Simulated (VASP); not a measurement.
# Ga (P3_121) in VASP: single point with PBE

Aim: the single point of Ga with PBE.

All numbers are computed with VASP 6.6.1; they aren't measurements. Logs are shortened: lines on timing, memory, paths and dates and some standing lists are left out, and cuts for length are marked.

## (1) The cell of the first run

Symmetry: P3_121, No. 152, trigonal system. The conventional cell has a = 3.909 Å, b = 3.909 Å, c = 4.435 Å, α = 90.00°, β = 90.00°, γ = 120.00°. Within 2.8 Å of Ga (site symmetry 2) lie 2 Ga at 2.12 Å.

## (2) Single point, PBE

INCAR reads:

```
ALGO     = Normal         # electronic algorithm
EDIFF    = 1E-6           # SCF threshold, eV
ENCUT    = 520            # plane-wave cutoff, eV
GGA      = PE             # functional
ISIF     = 2              # what is computed and relaxed
ISMEAR   = 0              # smearing method
LASPH    = True           # aspherical terms in the spheres
LCHARG   = False          # write CHGCAR
LREAL    = False          # projectors in reciprocal space
LWAVE    = False          # write WAVECAR
NBANDS   = 26             # bands
NELM     = 60             # most SCF steps
PREC     = Accurate       # precision mode
SIGMA    = 0.1            # smearing width, eV
```

KPOINTS reads:

```
k-points
0
Gamma
  6 6 4
```

POSCAR reads:

```
Ga
1.0
    3.9088419701      0.0000000000      0.0000000000
   -1.9544209851      3.3851564455      0.0000000000
    0.0000000000      0.0000000000      4.4347120631
Ga
3
Direct
    0.2254000000      0.0000000000      0.3333333333
    0.0000000000      0.2254000000      0.6666666667
    0.7746000000      0.7746000000      0.0000000000
```

Potentials or basis: VASP PAW PBE potentials, release 64 (Ga_d).

Started as:

```console
$ cat potpaw_PBE.64/Ga_d/POTCAR > POTCAR
$ mpirun -np 1 vasp_std > vasp.out
```

OUTCAR:

```text
EDIFF = 1E-6
   ENCUT = 520
   GGA = PE
   ISIF = 2
   ISMEAR = 0
   LASPH = True
   LREAL = False
   NELM = 60
   PREC = Accurate

 ion  position               nearest neighbor table
   1  0.225  0.000  0.333-   3 2.12   2 2.12
   2  0.000  0.225  0.667-   3 2.12   1 2.12
   3  0.775  0.775  0.000-   1 2.12   2 2.12

  LATTYP: Found a hexagonal cell.
 ALAT       =     3.9088419701
 C/A-ratio  =     1.1345334749

  Lattice vectors:

 A1 = (   3.9088419701,   0.0000000000,   0.0000000000)
 A2 = (  -1.9544209851,   3.3851564455,   0.0000000000)
 A3 = (   0.0000000000,   0.0000000000,   4.4347120631)

Analysis of symmetry for initial positions (statically):
=====================================================================
 Subroutine PRICEL returns:
 Original cell was already a primitive cell.

 Routine SETGRP: Setting up the symmetry group for a
 hexagonal supercell.

 Subroutine GETGRP returns: Found  6 space group operations
 (whereof  2 operations were pure point group operations)
 out of a pool of 24 trial point group operations.

The static configuration has the point symmetry C_2 .
 The point group associated with its full space group is D_3 .

Analysis of symmetry for dynamics (positions and initial velocities):
=====================================================================
 Subroutine PRICEL returns:
 Original cell was already a primitive cell.

 Routine SETGRP: Setting up the symmetry group for a
 hexagonal supercell.

 Subroutine GETGRP returns: Found  6 space group operations
 (whereof  2 operations were pure point group operations)
 out of a pool of 24 trial point group operations.

The dynamic configuration has the point symmetry C_2 .
 The point group associated with its full space group is D_3 .

 Subroutine INISYM returns: Found  6 space group operations
 (whereof  2 operations are pure point group operations),
 and found     1 'primitive' translations

----------------------------------------------------------------------------------------

                                     Primitive cell

  volume of cell :      58.6803

  direct lattice vectors                    reciprocal lattice vectors
     3.908841970  0.000000000  0.000000000     0.255830245  0.147703661  0.000000000
    -1.954420985  3.385156445  0.000000000     0.000000000  0.295407322  0.000000000
     0.000000000  0.000000000  4.434712063     0.000000000  0.000000000  0.225493783

  length of vectors
     3.908841970  3.908841970  4.434712063     0.295407322  0.295407322  0.225493783

  position of ions in fractional coordinates (direct lattice)
     0.225400000  0.000000000  0.333333333
     0.000000000  0.225400000  0.666666667
     0.774600000  0.774600000  0.000000000

  ion indices of the primitive-cell ions
   primitive index   ion index
                 1           1
                 2           2
                 3           3

----------------------------------------------------------------------------------------

 KPOINTS: k-points

Automatic generation of k-mesh.
 Grid dimensions read from file:
 generate k-points for:    6    6    4

 Generating k-lattice:

  Cartesian coordinates                     Fractional coordinates (reciprocal lattice)
     0.042638374  0.024617277  0.000000000     0.166666667  0.000000000  0.000000000
     0.000000000  0.049234554  0.000000000     0.000000000  0.166666667  0.000000000
     0.000000000  0.000000000  0.056373446     0.000000000  0.000000000  0.250000000

  Length of vectors
     0.049234554  0.049234554  0.056373446

  Shift w.r.t. Gamma in fractional coordinates (k-lattice)
     0.000000000  0.000000000  0.000000000

 Subroutine IBZKPT returns following result:
 ===========================================

 Found     24 irreducible k-points:

 Following reciprocal coordinates:
            Coordinates               Weight
  0.000000  0.000000  0.000000      1.000000
  0.166667  0.000000  0.000000      6.000000
  0.333333  0.000000  0.000000      6.000000
  0.500000  0.000000  0.000000      3.000000
  0.166667  0.166667  0.000000      6.000000
  0.333333  0.166667  0.000000     12.000000
[... 16 lines left out ...]
  0.333333  0.166667  0.500000     12.000000
  0.333333  0.333333  0.500000      2.000000
   k-points           NKPTS =     24   k-points in BZ     NKDIM =     24   number of bands    NBANDS=     26
   number of dos      NEDOS =    301   number of ions     NIONS =      3
   total plane-waves  NPLWV =  32400
   dimension x,y,z NGX =    30 NGY =   30 NGZ =   36
   dimension x,y,z NGXF=    60 NGYF=   60 NGZF=   72
   ions per type =               3
   NGX,Y,Z   is equivalent  to a cutoff of  12.76, 12.76, 13.50 a.u.
   NGXF,Y,Z  is equivalent  to a cutoff of  25.52, 25.52, 26.99 a.u.
 SYSTEM =  unknown system
   PREC   = accura    normal or accurate (medium, high low for compatibility)
   ISTART =      0    job   : 0-new  1-cont  2-samecut
   ICHARG =      2    charge: 1-file 2-atom 10-const
   ISPIN  =      1    spin polarized calculation?
   LNONCOLLINEAR =      F non collinear calculations
   LSORBIT =      F    spin-orbit coupling
   LASPH  =      T    aspherical Exc in radial PAW
   ENCUT  =  520.0 eV  38.22 Ry    6.18 a.u.   7.27  7.27  8.25*2*pi/ulx,y,z
   NELM   =     60;   NELMIN=  2; NELMDL= -5     # of ELM steps
   EDIFF  = 0.1E-05   stopping-criterion for ELM
   LREAL  =      F    real-space projection
   EDIFFG = 0.1E-04   stopping-criterion for IOM
   NSW    =      0    number of steps for IOM
   IBRION =     -1    ionic relax: 0-MD 1-quasi-New 2-CG
   NFREE  =      0    steps in history (QN), initial steepest desc. (CG)
   ISIF   =      2    stress and relaxation
   ISYM   =      2    0-nonsym 1-usesym 2-fastsym
   POTIM  = 0.5000    time-step for ionic-motion
   TEBEG  =    0.0;   TEEND  =   0.0 temperature during run
   PSTRESS=    0.0 pullay stress
   NELECT =      39.0000    total number of electrons
   NUPDOWN=      -1.0000    fix difference up-down
   EMIN   =  10.00;   EMAX   =-10.00  energy-range for DOS
   EFERMI =   0.00;   METHOD = LEGACY
   ISMEAR =     0;   SIGMA  =   0.10  broadening in eV -4-tet -1-fermi 0-gaus
   EFERMI_NEDOS =   21; number of points for ismear=-14 and -15
   IALGO  =     38    algorithm
   IMIX   =      4    mixing-type and parameters
     AMIX     =   0.40;   BMIX     =  1.00
     AMIX_MAG =   1.60;   BMIX_MAG =  1.00
  volume/ion in A,a.u.               =      19.56       132.00
  Fermi-wavevector in a.u.,A,eV,Ry     =   1.428671  2.699797 27.770868  2.041101
  Thomas-Fermi vector in A             =   2.548708
   LORBIT       =      0    0 simple, 1 ext, 2 COOP (PROOUT), +10 PAW based schemes
   GGA     = PE    functional components
   LHFCALC =     F    Hartree Fock is set to
   AEXX    =    0.0000 exact exchange contribution
   IVDW    =     0    specifies the selected vdW correction
   LEPSILON=     F    determine dielectric tensor
   LRPA    =     F    only Hartree local field effects (RPA)
 non-spin polarized calculation
 Gauss-broadening in eV      SIGMA  =   0.10
  energy-cutoff  :      520.00
  volume of cell :       58.68
 maximum number of plane-waves:      1594
 NGX is ok and might be reduce to    30
   NGX = 15   NGY = 15   NGZ = 17

 number of electron      38.9999982 magnetization

 Free energy of the ion-electron system (eV)
  ---------------------------------------------------
  ext. energy  EPLUGINS =         0.00000000
  ---------------------------------------------------
  free energy    TOTEN  =        -5.90946684 eV

  energy without entropy =       -5.90239757  energy(sigma->0) =       -5.90593221

 E-fermi :   4.9015     XC(G=0): -10.6333

 val. band max:        4.8998213915   @ k =   0.3333   0.0000   0.0000
 cond. band min:       4.9142872912   @ k =   0.0000   0.3333   0.2500
 fundamental gap:      0.0144658997
 Fermi energy:         4.9014675712

 k-point     1 :       0.0000    0.0000    0.0000
  band No.  band energies     occupation
      1     -10.9824      2.00000
      2     -10.9824      2.00000
      3     -10.6581      2.00000
      4     -10.6152      2.00000
      5     -10.6152      2.00000
      6     -10.4395      2.00000
[... 18 lines left out ...]
     25      13.5913      0.00000
     26      14.5434      0.00000

 k-point     2 :       0.1667    0.0000    0.0000
  band No.  band energies     occupation
      1     -10.9740      2.00000
      2     -10.9685      2.00000
      3     -10.6635      2.00000
      4     -10.6151      2.00000
      5     -10.6045      2.00000
      6     -10.4603      2.00000
[... 18 lines left out ...]
     25      12.9395      0.00000
     26      13.6317      0.00000

 k-point     3 :       0.3333    0.0000    0.0000
  band No.  band energies     occupation
      1     -10.9565      2.00000
      2     -10.9409      2.00000
      3     -10.6801      2.00000
      4     -10.6042      2.00000
      5     -10.5850      2.00000
      6     -10.4980      2.00000
[... 18 lines left out ...]
     25      12.7818      0.00000
     26      13.8824      0.00000

 k-point     4 :       0.5000    0.0000    0.0000
  band No.  band energies     occupation
      1     -10.9473      2.00000
      2     -10.9274      2.00000
      3     -10.6896      2.00000
      4     -10.5959      2.00000
      5     -10.5760      2.00000
      6     -10.5151      2.00000
[... 18 lines left out ...]
     25      12.6502      0.00000
     26      13.7271      0.00000
[... 496 lines left out ...]
      1     -11.0233      2.00000
      2     -10.7586      2.00000
      3     -10.7395      2.00000
      4     -10.6558      2.00000
      5     -10.5117      2.00000
      6     -10.5103      2.00000
[... 18 lines left out ...]
     25      12.5730      0.00000
     26      13.2903      0.00000

 k-point    23 :       0.3333    0.1667    0.5000
  band No.  band energies     occupation
      1     -11.0213      2.00000
      2     -10.7504      2.00000
      3     -10.7268      2.00000
      4     -10.6329      2.00000
      5     -10.4993      2.00000
      6     -10.4977      2.00000
[... 18 lines left out ...]
     25      14.3142      0.00000
     26      15.4124      0.00000

 k-point    24 :       0.3333    0.3333    0.5000
  band No.  band energies     occupation
      1     -11.0196      2.00000
      2     -10.7346      2.00000
      3     -10.7346      2.00000
      4     -10.6238      2.00000
      5     -10.4955      2.00000
      6     -10.4955      2.00000
[... 18 lines left out ...]
     25      15.0815      0.00000
     26      15.1221      0.00000

------------------------ aborting loop because EDIFF is reached ----------------------------------------

  FORCE on cell =-STRESS in cart. coord.  units (eV):
  Direction    XX          YY          ZZ          XY          YZ          ZX
  --------------------------------------------------------------------------------------
  -------------------------------------------------------------------------------------
  Total        4.5789204      4.5789204     13.7301203     -0.0000000     -0.0000000     -0.0000000
  in kB      125.0205467    125.0205467    374.8803181     -0.0000000     -0.0000000     -0.0000000
  external PRESSURE =     208.3071372 kB  Pullay stress =       0.0000000 kB

 VOLUME and BASIS-vectors are now :
 -----------------------------------------------------------------------------
  energy-cutoff  :      520.00
  volume of cell :       58.68
      direct lattice vectors                 reciprocal lattice vectors
     3.908841970  0.000000000  0.000000000     0.255830245  0.147703661  0.000000000
    -1.954420985  3.385156445  0.000000000     0.000000000  0.295407322  0.000000000
     0.000000000  0.000000000  4.434712063     0.000000000  0.000000000  0.225493783

 POSITION                                       TOTAL-FORCE (eV/Angst)
 -----------------------------------------------------------------------------------
      0.88105      0.00000      1.47824         5.601284      0.000000     -0.000000
     -0.44053      0.76301      2.95647        -2.800642      4.850854      0.000000
      1.51389      2.62214      0.00000        -2.800642     -4.850854      0.000000
 -----------------------------------------------------------------------------------
    total drift:                                0.000001      0.000001     -0.000000

  FREE ENERGIE OF THE ION-ELECTRON SYSTEM (eV)
  ---------------------------------------------------
  free  energy   TOTEN  =        -5.9094668353 eV

  energy  without entropy=       -5.9023975748  energy(sigma->0) =       -5.90593221
```

Run time: 19 s. Hardware: 1 thread of Intel Xeon 6975P-C (Granite Rapids), shared host; peak memory 0.18 GiB.

What came out:

| Quantity | Value |
| --- | --- |
| Free energy | -5.9095 eV |
| Pressure | 20.8 GPa |
| Largest force | 5.601 eV/Å |

Forces in eV/Å, atoms in the order of the input:
```
Ga   5.601  0.000  0.000
Ga  -2.801  4.851  0.000
Ga  -2.801 -4.851  0.000
```

Caveat: forces of over 1 eV/Å act on the atoms, so gaps and moduli don't describe the material at rest.
